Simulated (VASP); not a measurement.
Runs of VASP 6.6.1 on Ag. The structure is that of space group P6_3/mmc (No. 194), or close to it. The cells are those of the table. 

```csv
cell,k mesh,cutoff (eV),gap on the mesh (eV),pressure (GPa),largest force (eV/Å)
"a = 2.838, b = 2.838, c = 4.642 Å, angles 90.0, 90.0, 120.0°, 2 atoms",18 × 18 × 10,520,none,(b),-
"a = 2.896, b = 2.869, c = 4.679 Å, angles 90.0, 90.0, 120.3°, 2 atoms",24 × 24 × 12,520,none,-0.9,0.02
"a = 2.922, b = 2.922, c = 4.702 Å, angles 90.0, 90.0, 120.0°, 2 atoms",6 × 6 × 4,500,none,(a),-
"a = 2.838, b = 2.865, c = 4.703 Å, angles 90.0, 90.0, 119.7°, 2 atoms",24 × 24 × 12,520,none,0.2,0.02
"a = 2.859, b = 2.859, c = 4.678 Å, angles 90.0, 90.0, 120.0°, 2 atoms",18 × 18 × 10,520,none,0.8,-
"a = 2.867, b = 2.867, c = 4.691 Å, angles 90.0, 90.0, 120.0°, 2 atoms",18 × 18 × 10,520,none,-0.3,-
"a = 2.660, b = 2.660, c = 4.349 Å, angles 90.0, 90.0, 120.0°, 2 atoms",18 × 18 × 10,520,none,49.3,-
"a = 2.875, b = 2.875, c = 4.705 Å, angles 90.0, 90.0, 120.0°, 2 atoms",18 × 18 × 10,520,none,-1.2,-
"a = 2.735, b = 2.735, c = 4.471 Å, angles 90.0, 90.0, 120.0°, 2 atoms",18 × 18 × 10,520,none,(c),-
"a = 2.580, b = 2.580, c = 4.222 Å, angles 90.0, 90.0, 120.0°, 2 atoms",18 × 18 × 10,520,none,89.1,-
"a = 2.791, b = 2.791, c = 4.564 Å, angles 90.0, 90.0, 120.0°, 2 atoms",18 × 18 × 10,520,none,11.7,-
```

Alike in all rows: task single point; level PBEsol; potentials or basis VASP PAW PBE potentials, release 64 (Ag); no spin polarisation; smearing gaussian 0.1 eV.

Task: Estimate the missing entries.

Result: (a) -3.7; (b) 3.7; (c) 24.5.

Caveats: some runs use coarse meshes; the PAW data sets were made with another functional, which shifts forces and pressure a little.

A k mesh can miss the band edges, and the runs leave out spin-orbit coupling on Ag.

A gap of «none» marks levels without a gap at the run's occupations.
